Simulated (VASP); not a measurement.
Input of a VASP 6.6.1 run:

Contents of INCAR:

```
SYSTEM = Ti3Se
PREC     = Accurate       ! precision mode
ENCUT    = 520            ! plane-wave cutoff, eV
EDIFF    = 1E-6           ! SCF threshold, eV
ISMEAR   = 0              ! smearing method
SIGMA    = 0.1            ! smearing width, eV
LREAL    = .False.        ! projectors in reciprocal space
LASPH    = .True.         ! aspherical terms in the spheres
NELM     = 150            ! most SCF steps
ALGO     = Normal         ! electronic algorithm
ISIF     = 2              ! what is computed and relaxed
LWAVE    = .False.        ! write WAVECAR
LCHARG   = .False.        ! write CHGCAR
ISPIN    = 2              ! spin polarisation
MAGMOM   = 1 1 1 0        ! initial moments
LORBIT   = 11             ! projections on sites
LMAXMIX  = 4              ! l up to which the mixer works
GGA      = PE             ! functional
NBANDS   = 33             ! bands
```

Contents of KPOINTS:

```
Automatic mesh
0
Gamma
  6 6 6
  0 0 0
```

Contents of POSCAR:

```
Ti3Se
1.0
   -1.9912341979      1.9912341979      4.4479517147
    1.9912341979     -1.9912341979      4.4479517147
    1.9912341979      1.9912341979     -4.4479517147
Ti Se
3 1
Direct
    0.5000000000      0.5000000000      0.0000000000
    0.2500000000      0.7500000000      0.5000000000
    0.7500000000      0.2500000000      0.5000000000
    0.0000000000      0.0000000000      0.0000000000
```

Potentials or basis: VASP PAW PBE potentials, release 64 (Ti_sv, Se).

Run with:

```console
$ cat potpaw_PBE.64/Ti_sv/POTCAR potpaw_PBE.64/Se/POTCAR > POTCAR
$ mpirun -np 1 vasp_std > vasp.out
```

(1) What does it give for the net moment?

(2) What does it give for the pressure?

(3) Predict the site moments.

Results:

(1) 1.08 μB per cell.

(2) -7.3 GPa.

(3) Ti +0.43, +0.19; Se -0.01 μB.

Caveat: the k points lie up to 0.37 Å⁻¹ apart.
